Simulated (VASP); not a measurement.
# SiC63 (a cell with a defect) in VASP: single point with PBE

Aim: the single point of SiC63 (a cell with a defect) with PBE.

Everything below comes from runs of VASP 6.6.1. Logs are shortened: lines on timing, memory, paths and dates and some standing lists are left out, and cuts for length are marked.

### Step 1. The cell of the first run

The cell holds a defect, 64 atoms: a = 7.140 Å, b = 7.140 Å, c = 7.140 Å, α = 90.00°, β = 90.00°, γ = 90.00°.

### Step 2. Single point, PBE

Contents of INCAR:

```
SYSTEM = SiC63
PREC = Accurate ; ENCUT = 520
EDIFF = 1E-6 ; ISMEAR = 0
SIGMA = 0.01 ; LREAL = Auto
LASPH = .True. ; NELM = 80
ALGO = Normal ; ISIF = 2
LWAVE = .False. ; LCHARG = .True.
GGA = PE ; LELF = .True.
LVHAR = .True. ; NBANDS = 166
```

Contents of KPOINTS:

```
Automatic mesh
0
Gamma
  2 2 2
  0.5 0.5 0.5
```

Contents of POSCAR:

```
SiC63
1.0
    7.1400000000      0.0000000000      0.0000000000
    0.0000000000      7.1400000000      0.0000000000
    0.0000000000      0.0000000000      7.1400000000
Si C
1 63
Direct
    0.5000000000      0.5000000000      0.5000000000
    0.6396376984      0.6396376984      0.6396376984
    0.6396376984      0.3603623016      0.3603623016
    0.3603623016      0.6396376984      0.3603623016
    0.3603623016      0.3603623016      0.6396376984
    0.5016943862      0.2458740510      0.2458740510
    0.4983056138      0.2458740510      0.7541259490
    0.4983056138      0.7541259490      0.2458740510
    0.5016943862      0.7541259490      0.7541259490
    0.2458740510      0.5016943862      0.2458740510
    0.2458740510      0.4983056138      0.7541259490
    0.7541259490      0.4983056138      0.2458740510
    0.7541259490      0.5016943862      0.7541259490
    0.2458740510      0.2458740510      0.5016943862
    0.2458740510      0.7541259490      0.4983056138
    0.7541259490      0.2458740510      0.4983056138
    0.7541259490      0.7541259490      0.5016943862
    0.1243114454      0.6250326435      0.6250326435
    0.6250326435      0.1243114454      0.6250326435
    0.6250326435      0.6250326435      0.1243114454
    0.1243114454      0.3749673565      0.3749673565
    0.6250326435      0.3749673565      0.8756885546
    0.6250326435      0.8756885546      0.3749673565
    0.3749673565      0.1243114454      0.3749673565
    0.3749673565      0.6250326435      0.8756885546
    0.8756885546      0.6250326435      0.3749673565
    0.3749673565      0.3749673565      0.1243114454
    0.3749673565      0.8756885546      0.6250326435
    0.8756885546      0.3749673565      0.6250326435
    0.0000000000      0.5000000000      0.5000000000
    0.5000000000      0.0000000000      0.5000000000
    0.5000000000      0.5000000000      0.0000000000
    0.1227141736      0.1227141736      0.6246393702
    0.1227141736      0.6246393702      0.1227141736
    0.6246393702      0.1227141736      0.1227141736
    0.1227141736      0.3753606298      0.8772858264
    0.1227141736      0.8772858264      0.3753606298
    0.6246393702      0.8772858264      0.8772858264
    0.3753606298      0.1227141736      0.8772858264
    0.8772858264      0.1227141736      0.3753606298
    0.8772858264      0.6246393702      0.8772858264
    0.3753606298      0.8772858264      0.1227141736
    0.8772858264      0.3753606298      0.1227141736
    0.8772858264      0.8772858264      0.6246393702
    0.0004818906      0.2497342082      0.2497342082
   -0.0004818906      0.2497342082      0.7502657918
   -0.0004818906      0.7502657918      0.2497342082
    0.0004818906      0.7502657918      0.7502657918
    0.2497342082      0.0004818906      0.2497342082
    0.2497342082     -0.0004818906      0.7502657918
    0.7502657918     -0.0004818906      0.2497342082
    0.7502657918      0.0004818906      0.7502657918
    0.2497342082      0.2497342082      0.0004818906
    0.2497342082      0.7502657918     -0.0004818906
    0.7502657918      0.2497342082     -0.0004818906
    0.7502657918      0.7502657918      0.0004818906
    0.1251394844      0.1251394844      0.1251394844
    0.1251394844      0.8748605156      0.8748605156
    0.8748605156      0.1251394844      0.8748605156
    0.8748605156      0.8748605156      0.1251394844
    0.0000000000      0.0000000000      0.5000000000
    0.0000000000      0.5000000000      0.0000000000
    0.5000000000      0.0000000000      0.0000000000
    0.0000000000      0.0000000000      0.0000000000
```

Potentials or basis: VASP PAW PBE potentials, release 64 (Si, C).

On the command line:

```bash
$ cat potpaw_PBE.64/Si/POTCAR potpaw_PBE.64/C/POTCAR > POTCAR
$ mpirun -np 1 vasp_std > vasp.out
```

OUTCAR:

```text
SYSTEM = SiC63
   PREC = Accurate
   ENCUT = 520
   EDIFF = 1E-6
   ISMEAR = 0
   LREAL = Auto
   LASPH = .True.
   NELM = 80
   ISIF = 2
   GGA = PE

 ion  position               nearest neighbor table
   1  0.500  0.500  0.500-   2 1.73   3 1.73   4 1.73   5 1.73   6 2.57   7 2.57   8 2.57   9 2.57
                            10 2.57  11 2.57  12 2.57  13 2.57  14 2.57  15 2.57  16 2.57  17 2.57
   2  0.640  0.640  0.640-   9 1.52  13 1.52  17 1.52   1 1.73
   3  0.640  0.360  0.360-   6 1.52  12 1.52  16 1.52   1 1.73
   4  0.360  0.640  0.360-   8 1.52  10 1.52  15 1.52   1 1.73
   5  0.360  0.360  0.640-   7 1.52  11 1.52  14 1.52   1 1.73
   6  0.502  0.246  0.246-   3 1.52  35 1.52  27 1.56  24 1.56   1 2.57
   7  0.498  0.246  0.754-   5 1.52  39 1.52  22 1.56  19 1.56   1 2.57
   8  0.498  0.754  0.246-   4 1.52  42 1.52  23 1.56  20 1.56   1 2.57
   9  0.502  0.754  0.754-   2 1.52  38 1.52  28 1.56  25 1.56   1 2.57
  10  0.246  0.502  0.246-   4 1.52  34 1.52  27 1.56  21 1.56   1 2.57
  11  0.246  0.498  0.754-   5 1.52  36 1.52  25 1.56  18 1.56   1 2.57
  12  0.754  0.498  0.246-   3 1.52  43 1.52  26 1.56  20 1.56   1 2.57
  13  0.754  0.502  0.754-   2 1.52  41 1.52  29 1.56  22 1.56   1 2.57
  14  0.246  0.246  0.502-   5 1.52  33 1.52  24 1.56  21 1.56   1 2.57
  15  0.246  0.754  0.498-   4 1.52  37 1.52  28 1.56  18 1.56   1 2.57
  16  0.754  0.246  0.498-   3 1.52  40 1.52  29 1.56  19 1.56   1 2.57
  17  0.754  0.754  0.502-   2 1.52  44 1.52  26 1.56  23 1.56   1 2.57
  18  0.124  0.625  0.625-  48 1.54  30 1.54  11 1.56  15 1.56
  19  0.625  0.124  0.625-  52 1.54  31 1.54   7 1.56  16 1.56
  20  0.625  0.625  0.124-  56 1.54  32 1.54   8 1.56  12 1.56
  21  0.124  0.375  0.375-  45 1.54  30 1.54  10 1.56  14 1.56
  22  0.625  0.375  0.876-  55 1.54  32 1.54   7 1.56  13 1.56
  23  0.625  0.876  0.375-  51 1.54  31 1.54   8 1.56  17 1.56
[... 39 lines left out ...]
  63  0.500  0.000  0.000-  35 1.53  38 1.53  39 1.53  42 1.53
  64  0.000  0.000  0.000-  57 1.55  58 1.55  59 1.55  60 1.55

  LATTYP: Found a simple cubic cell.
 ALAT       =     7.1400000000

  Lattice vectors:

 A1 = (   7.1400000000,   0.0000000000,   0.0000000000)
 A2 = (   0.0000000000,   7.1400000000,   0.0000000000)
 A3 = (   0.0000000000,   0.0000000000,   7.1400000000)

Analysis of symmetry for initial positions (statically):
=====================================================================
 Subroutine PRICEL returns:
 Original cell was already a primitive cell.

 Routine SETGRP: Setting up the symmetry group for a
 simple cubic supercell.

 Subroutine GETGRP returns: Found 24 space group operations
 (whereof 24 operations were pure point group operations)
 out of a pool of 48 trial point group operations.

The static configuration has the point symmetry T_d .

Analysis of symmetry for dynamics (positions and initial velocities):
=====================================================================
 Subroutine PRICEL returns:
 Original cell was already a primitive cell.

 Routine SETGRP: Setting up the symmetry group for a
 simple cubic supercell.

 Subroutine GETGRP returns: Found 24 space group operations
 (whereof 24 operations were pure point group operations)
 out of a pool of 48 trial point group operations.

The dynamic configuration has the point symmetry T_d .

 Subroutine INISYM returns: Found 24 space group operations
 (whereof 24 operations are pure point group operations),
 and found     1 'primitive' translations

----------------------------------------------------------------------------------------

                                     Primitive cell

  volume of cell :     363.9943

  direct lattice vectors                    reciprocal lattice vectors
     7.140000000  0.000000000  0.000000000     0.140056022  0.000000000  0.000000000
     0.000000000  7.140000000  0.000000000     0.000000000  0.140056022  0.000000000
     0.000000000  0.000000000  7.140000000     0.000000000  0.000000000  0.140056022

  length of vectors
     7.140000000  7.140000000  7.140000000     0.140056022  0.140056022  0.140056022

  position of ions in fractional coordinates (direct lattice)
     0.500000000  0.500000000  0.500000000
     0.639637698  0.639637698  0.639637698
     0.639637698  0.360362302  0.360362302
     0.360362302  0.639637698  0.360362302
     0.360362302  0.360362302  0.639637698
     0.501694386  0.245874051  0.245874051
[... 56 lines left out ...]
     0.500000000  0.000000000  0.000000000
     0.000000000  0.000000000  0.000000000

  ion indices of the primitive-cell ions
   primitive index   ion index
                 1           1
                 2           2
                 3           3
                 4           4
                 5           5
                 6           6
[... 56 lines left out ...]
                63          63
                64          64

----------------------------------------------------------------------------------------

 KPOINTS: Automatic mesh

Automatic generation of k-mesh.
 Grid dimensions read from file:
 generate k-points for:    2    2    2

 Generating k-lattice:

  Cartesian coordinates                     Fractional coordinates (reciprocal lattice)
     0.070028011  0.000000000  0.000000000     0.500000000  0.000000000  0.000000000
     0.000000000  0.070028011  0.000000000     0.000000000  0.500000000  0.000000000
     0.000000000  0.000000000  0.070028011     0.000000000  0.000000000  0.500000000

  Length of vectors
     0.070028011  0.070028011  0.070028011

  Shift w.r.t. Gamma in fractional coordinates (k-lattice)
     0.500000000  0.500000000  0.500000000

 Subroutine IBZKPT returns following result:
 ===========================================

 Found      1 irreducible k-points:

 Following reciprocal coordinates:
            Coordinates               Weight
  0.250000  0.250000  0.250000      8.000000
   k-points           NKPTS =      1   k-points in BZ     NKDIM =      1   number of bands    NBANDS=    166
   number of dos      NEDOS =    301   number of ions     NIONS =     64
   total plane-waves  NPLWV = 157464
   dimension x,y,z NGX =    54 NGY =   54 NGZ =   54
   dimension x,y,z NGXF=   108 NGYF=  108 NGZF=  108
   ions per type =               1  63
   NGX,Y,Z   is equivalent  to a cutoff of  12.57, 12.57, 12.57 a.u.
   NGXF,Y,Z  is equivalent  to a cutoff of  25.15, 25.15, 25.15 a.u.
 SYSTEM =  SiC63
   PREC   = accura    normal or accurate (medium, high low for compatibility)
   ISTART =      0    job   : 0-new  1-cont  2-samecut
   ICHARG =      2    charge: 1-file 2-atom 10-const
   ISPIN  =      1    spin polarized calculation?
   LNONCOLLINEAR =      F non collinear calculations
   LSORBIT =      F    spin-orbit coupling
   LASPH  =      T    aspherical Exc in radial PAW
   ENCUT  =  520.0 eV  38.22 Ry    6.18 a.u.  13.28 13.28 13.28*2*pi/ulx,y,z
   NELM   =     80;   NELMIN=  2; NELMDL= -5     # of ELM steps
   EDIFF  = 0.1E-05   stopping-criterion for ELM
   LREAL  =      T    real-space projection
   EDIFFG = 0.1E-04   stopping-criterion for IOM
   NSW    =      0    number of steps for IOM
   IBRION =     -1    ionic relax: 0-MD 1-quasi-New 2-CG
   NFREE  =      0    steps in history (QN), initial steepest desc. (CG)
   ISIF   =      2    stress and relaxation
   ISYM   =      2    0-nonsym 1-usesym 2-fastsym
   POTIM  = 0.5000    time-step for ionic-motion
   TEBEG  =    0.0;   TEEND  =   0.0 temperature during run
   PSTRESS=    0.0 pullay stress
   NELECT =     256.0000    total number of electrons
   NUPDOWN=      -1.0000    fix difference up-down
   EMIN   =  10.00;   EMAX   =-10.00  energy-range for DOS
   EFERMI =   0.00;   METHOD = LEGACY
   ISMEAR =     0;   SIGMA  =   0.01  broadening in eV -4-tet -1-fermi 0-gaus
   EFERMI_NEDOS =   21; number of points for ismear=-14 and -15
   IALGO  =     38    algorithm
   IMIX   =      4    mixing-type and parameters
     AMIX     =   0.40;   BMIX     =  1.00
     AMIX_MAG =   1.60;   BMIX_MAG =  1.00
  volume/ion in A,a.u.               =       5.69        38.38
  Fermi-wavevector in a.u.,A,eV,Ry     =   1.455872  2.751200 28.838420  2.119564
  Thomas-Fermi vector in A             =   2.572856
   LORBIT       =      0    0 simple, 1 ext, 2 COOP (PROOUT), +10 PAW based schemes
   GGA     = PE    functional components
   LHFCALC =     F    Hartree Fock is set to
   AEXX    =    0.0000 exact exchange contribution
   IVDW    =     0    specifies the selected vdW correction
   LEPSILON=     F    determine dielectric tensor
   LRPA    =     F    only Hartree local field effects (RPA)
 non-spin polarized calculation
 Gauss-broadening in eV      SIGMA  =   0.01
  energy-cutoff  :      520.00
  volume of cell :      363.99
 maximum number of plane-waves:      9825
 NGX is ok and might be reduce to    54
   NGX = 27   NGY = 27   NGZ = 27

 number of electron     255.9999996 magnetization

 Free energy of the ion-electron system (eV)
  ---------------------------------------------------
  ext. energy  EPLUGINS =         0.00000000
  ---------------------------------------------------
  free energy    TOTEN  =      -573.85494696 eV

  energy without entropy =     -573.85494696  energy(sigma->0) =     -573.85494696

 E-fermi :   9.6024     XC(G=0): -13.2723

 val. band max:        9.4909623258   @ k =   0.2500   0.2500   0.2500
 cond. band min:      14.7381264113   @ k =   0.2500   0.2500   0.2500
 fundamental gap:      5.2471640854
 Fermi energy:         9.6024126633

 k-point     1 :       0.2500    0.2500    0.2500
  band No.  band energies     occupation
      1     -11.1234      2.00000
      2     -10.0367      2.00000
      3     -10.0367      2.00000
      4      -9.8616      2.00000
      5      -8.9146      2.00000
      6      -8.9146      2.00000
[... 132 lines left out ...]
    139      16.4575      0.00000
    140      16.5737      0.00000
 [bands above 140 left out]

------------------------ aborting loop because EDIFF is reached ----------------------------------------

  FORCE on cell =-STRESS in cart. coord.  units (eV):
  Direction    XX          YY          ZZ          XY          YZ          ZX
  --------------------------------------------------------------------------------------
  -------------------------------------------------------------------------------------
  Total       27.6536349     27.6536349     27.6536349      0.0000000     -0.0000000     -0.0000000
  in kB      121.7217457    121.7217457    121.7217457      0.0000000     -0.0000000     -0.0000000
  external PRESSURE =     121.7217457 kB  Pullay stress =       0.0000000 kB

 VOLUME and BASIS-vectors are now :
 -----------------------------------------------------------------------------
  energy-cutoff  :      520.00
  volume of cell :      363.99
      direct lattice vectors                 reciprocal lattice vectors
     7.140000000  0.000000000  0.000000000     0.140056022  0.000000000  0.000000000
     0.000000000  7.140000000  0.000000000     0.000000000  0.140056022  0.000000000
     0.000000000  0.000000000  7.140000000     0.000000000  0.000000000  0.140056022

 POSITION                                       TOTAL-FORCE (eV/Angst)
 -----------------------------------------------------------------------------------
      3.57000      3.57000      3.57000         0.000000      0.000000      0.000000
      4.56701      4.56701      4.56701        -0.018842     -0.018842     -0.018842
      4.56701      2.57299      2.57299        -0.018842      0.018842      0.018842
      2.57299      4.56701      2.57299         0.018842     -0.018842      0.018842
      2.57299      2.57299      4.56701         0.018842      0.018842     -0.018842
      3.58210      1.75554      1.75554        -0.007124     -0.001533     -0.001533
[... 56 lines left out ...]
      3.57000      0.00000      0.00000         0.000000      0.000000      0.000000
      0.00000      0.00000      0.00000        -0.000000      0.000000      0.000000
 -----------------------------------------------------------------------------------
    total drift:                                0.000001      0.000001      0.000000

  FREE ENERGIE OF THE ION-ELECTRON SYSTEM (eV)
  ---------------------------------------------------
  free  energy   TOTEN  =      -573.8549469589 eV

  energy  without entropy=     -573.8549469589  energy(sigma->0) =     -573.85494696
```

Run time: 4.4 min. Hardware: 1 thread of Intel Xeon 8259CL, shared host; peak memory 0.39 GiB.

Results:

- Free energy: -573.8549 eV
- Pressure: 12.2 GPa
- Largest force: 0.033 eV/Å
- Band gap on the k mesh: 5.25 eV

Forces in eV/Å, atoms in the order of the input:
```
Si   0.000  0.000  0.000
C   -0.019 -0.019 -0.019
C   -0.019  0.019  0.019
C    0.019 -0.019  0.019
C    0.019  0.019 -0.019
C   -0.007 -0.002 -0.002
C    0.007 -0.002  0.002
C    0.007  0.002 -0.002
C   -0.007  0.002  0.002
C   -0.002 -0.007 -0.002
C   -0.002  0.007  0.002
C    0.002  0.007 -0.002
C    0.002 -0.007  0.002
C   -0.002 -0.002 -0.007
C   -0.002  0.002  0.007
C    0.002 -0.002  0.007
C    0.002  0.002 -0.007
C    0.005 -0.004 -0.004
C   -0.004  0.005 -0.004
C   -0.004 -0.004  0.005
C    0.005  0.004  0.004
C   -0.004  0.004 -0.005
C   -0.004 -0.005  0.004
C    0.004  0.005  0.004
C    0.004 -0.004 -0.005
C   -0.005 -0.004  0.004
C    0.004  0.004  0.005
C    0.004 -0.005 -0.004
C   -0.005  0.004 -0.004
C    0.000  0.000  0.000
C    0.000  0.000  0.000
C    0.000  0.000  0.000
C    0.001  0.001  0.000
C    0.001  0.000  0.001
C    0.000  0.001  0.001
C    0.001  0.000 -0.001
C    0.001 -0.001  0.000
C    0.000 -0.001 -0.001
C    0.000  0.001 -0.001
C   -0.001  0.001  0.000
C   -0.001  0.000 -0.001
C    0.000 -0.001  0.001
C   -0.001  0.000  0.001
C   -0.001 -0.001  0.000
C   -0.004  0.000  0.000
C    0.004  0.000  0.000
C    0.004  0.000  0.000
C   -0.004  0.000  0.000
C    0.000 -0.004  0.000
C    0.000  0.004  0.000
C    0.000  0.004  0.000
C    0.000 -0.004  0.000
C    0.000  0.000 -0.004
C    0.000  0.000  0.004
C    0.000  0.000  0.004
C    0.000  0.000 -0.004
C   -0.005 -0.005 -0.005
C   -0.005  0.005  0.005
C    0.005 -0.005  0.005
C    0.005  0.005 -0.005
C    0.000  0.000  0.000
C    0.000  0.000  0.000
C    0.000  0.000  0.000
C    0.000  0.000  0.000
```
